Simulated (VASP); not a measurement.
MgBe2SO2, 6 atoms in the cell. Symmetry: P-4m2, No. 115, tetragonal system. The conventional cell has a = 3.347 Å, b = 3.347 Å, c = 9.750 Å, α = 90.00°, β = 90.00°, γ = 90.00°. Within 2.4 Å of Mg (site symmetry -4m2) lie 4 O at 1.82 Å and 4 Be at 2.37 Å. Be (site symmetry -4m2) has 4 O at 1.82 Å and 4 Mg at 2.37 Å within 2.4 Å. Within 3.1 Å of Be (site symmetry -4m2) lie 4 S at 2.37 Å. S (site symmetry -4m2) has 4 Be at 2.37 Å within 3.1 Å. Within 2.4 Å of O (site symmetry 2mm) lie 2 Mg at 1.82 Å and 2 Be at 1.82 Å. The cell was built from a structure type or drawn by symmetry, and may not be a known phase.

```yaml
Program: VASP 6.6.1
Task: single point
Functional: PBE
Potentials_or_basis: VASP PAW PBE potentials, release 64 (Mg, Be, S, O)
Cutoff: 520 eV
k_mesh: 10 × 10 × 4
Occupations: gaussian, width 0.01 eV
Spin: no spin polarisation
Dipole_correction: no
Further_INCAR_settings: ALGO = Normal; EDIFF = 1e-07; NBANDS = 21
```

Potentials or basis: VASP PAW PBE potentials, release 64 (Mg, Be, S, O).

Launch:

```console
$ cat potpaw_PBE.64/Mg/POTCAR potpaw_PBE.64/Be/POTCAR potpaw_PBE.64/S/POTCAR potpaw_PBE.64/O/POTCAR > POTCAR
$ mpirun -np 1 vasp_std > vasp.out
```

Hardware: 1 thread of Intel(R) Xeon(R) Platinum 8488C (Sapphire Rapids) (shared host).

Question: How long does it take, and how much memory?

Answer: Wall time 4.4 min on 1 thread of Intel(R) Xeon(R) Platinum 8488C (Sapphire Rapids), with other jobs on the host, peak memory 0.33 GiB. Counts: scf iterations 18, k points 63.
